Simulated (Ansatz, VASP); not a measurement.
## TiAg2 in VASP and in Ansatz

```
CELL_PARAMETERS angstrom
3.19983 0.00000 0.00000
-1.59991 2.77114 0.00000
0.00000 0.00000 5.72424
ATOMIC_POSITIONS crystal
Ag 0.33330 0.66670 0.25000
Ag 0.66670 0.33330 0.75000
Ti 0.00000 0.00000 0.00000
```

Alike in both runs: task single point; functional r2SCAN; k mesh 6 × 6 × 3; no spin polarisation.

```csv
,VASP,Ansatz
version,VASP 6.6.1,Ansatz 0.2.0
potentials or method,"VASP PAW PBE potentials, release 64 (Ag, Ti_sv), cutoff 520 eV",PAW plane waves
occupations,"fermi-dirac, width 0.1 eV",fermi-dirac
valence electrons in the cell,34,50
```

Ansatz gave:

- gap on the k mesh at the Fermi level (eV): none
- rms of the force components (eV/Å): 2.850

Question: What did VASP give for the same quantities?

Answer: gap on the k mesh at the Fermi level (eV): none; rms of the force components (eV/Å): 2.898.

VASP's potentials were made for PBE, not for r2SCAN. Atom by atom the forces differ by 0.048 eV/Å (rms over components). A gap of «none» marks a metal or a gap that the smearing closes. VASP's potentials hold 34 valence electrons a cell and Ansatz's 50, so a difference there can come from the potentials and not from the codes. Ansatz's warnings: stress scf threshold loose, structure snapped to symmetry.

The k mesh is coarse, so the values compare programs but aren't converged.
